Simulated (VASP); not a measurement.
Input of a VASP 6.6.1 run:

Contents of POSCAR:

```
I
1.0
    3.6828698935     -2.4265370353      0.0000000000
    3.6828698935      2.4265370353      0.0000000000
    0.0000000000      0.0000000000      9.9223158317
I
4
Direct
    0.6493000000      0.3507000000      0.3844000000
    0.1493000000      0.8507000000      0.1156000000
    0.3507000000      0.6493000000      0.6156000000
    0.8507000000      0.1493000000      0.8844000000
```

Contents of INCAR.step1:

```
ALGO = Normal
EDIFF = 1E-4
ENCUT = 520
GGA = PE
ISMEAR = -1
LASPH = T
LCHARG = F
LREAL = F
LWAVE = T
NBANDS = 22
NELM = 80
PREC = Accurate
SIGMA = 0.05
```

The input INCAR.step2:

```
ALGO = Normal
EDIFF = 1E-7
ENCUT = 520
ISIF = 2
ISMEAR = -1
ISTART = 1
LASPH = T
LCHARG = T
LELF = T
LMIXTAU = T
LREAL = F
LVHAR = T
LWAVE = F
METAGGA = R2SCAN
NBANDS = 22
NELM = 80
PREC = Accurate
SIGMA = 0.05
```

File KPOINTS:

```
k-points
0
Gamma
  7 7 3
```

Potentials or basis: VASP PAW PBE potentials, release 64 (I).

Launch:

```sh
$ cat potpaw_PBE.64/I/POTCAR > POTCAR
$ cp INCAR.step1 INCAR
$ mpirun -np 1 vasp_std > vasp.out
$ cp INCAR.step2 INCAR
$ mpirun -np 1 vasp_std > vasp.out
```

Problem. What does it give for the pressure?

Solution. 0.1 GPa.

Problem. What does it give for the band gap on the k mesh?

Solution. 1.48 eV, indirect (least direct gap 1.55 eV).

Problem. Estimate the largest force.

Solution. 0.308 eV/Å.

Stress tensor (GPa, compression positive):
```
 0.37  0.00  0.00
 0.00 -0.11  0.00
 0.00  0.00  0.16
```

Caveat: the PAW data sets were made with another functional, which shifts forces and pressure a little; spin-orbit coupling is left out, which moves the levels of the heavy elements. A k mesh can miss the band edges.
